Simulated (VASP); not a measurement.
A run of VASP 6.6.1 is set up as follows.

File INCAR:

```
ALGO     = Normal         # electronic algorithm
EDIFF    = 1E-6           # SCF threshold, eV
ENCUT    = 500            # plane-wave cutoff, eV
GGA      = PE             # functional
GGA_COMPAT= F            
ISIF     = 2              # what is computed and relaxed
ISMEAR   = 0              # smearing method
LASPH    = T              # aspherical terms in the spheres
LCHARG   = F              # write CHGCAR
LMAXMIX  = 6              # l up to which the mixer works
LREAL    = F              # projectors in reciprocal space
LWAVE    = F              # write WAVECAR
NBANDS   = 32             # bands
NELM     = 200            # most SCF steps
PREC     = Accurate       # precision mode
SIGMA    = 0.02           # smearing width, eV
```

KPOINTS

```
k-points
0
Gamma
  6 6 6
```

The input POSCAR:

```
RbHoBr4
1.0
    5.6611344839      0.0000000000      0.0000000000
    0.0000000000      5.6611344839      0.0000000000
    0.0000000000      0.0000000000      9.5207824354
Rb Ho Br
1 1 4
Direct
    0.0000000000      0.0000000000      0.0000000000
    0.5000000000      0.5000000000      0.5000000000
    0.5000000000      0.5000000000      0.7920863831
    0.5000000000      0.5000000000      0.2079136169
    0.5000000000      0.0000000000      0.5000000000
    0.0000000000      0.5000000000      0.5000000000
```

Potentials or basis: VASP PAW PBE potentials, release 64 (Rb_sv, Ho_3, Br), 4f in core.

The run is started by

```sh
$ cat potpaw_PBE.64/Rb_sv/POTCAR potpaw_PBE.64/Ho_3/POTCAR potpaw_PBE.64/Br/POTCAR > POTCAR
$ mpirun -np 1 vasp_std > vasp.out
```

Question: Predict the pressure.

Answer: -1.1 GPa.

Question: What does it give for the band gap on the k mesh?

Answer: 3.41 eV (least direct gap 3.52 eV).

Question: Predict the largest force.

Answer: 0.010 eV/Å.

Forces on the atoms (eV/Å):
```
Rb   0.000  0.000  0.000
Ho   0.000  0.000  0.000
Br   0.000  0.000  0.010
Br   0.000  0.000 -0.010
Br   0.000  0.000  0.000
Br   0.000  0.000  0.000
```

Caveat: spin-orbit coupling is left out, which moves the levels of the heavy elements; the 4f electrons are frozen in the core, so they carry no moment and show no levels. A k mesh can miss the band edges.
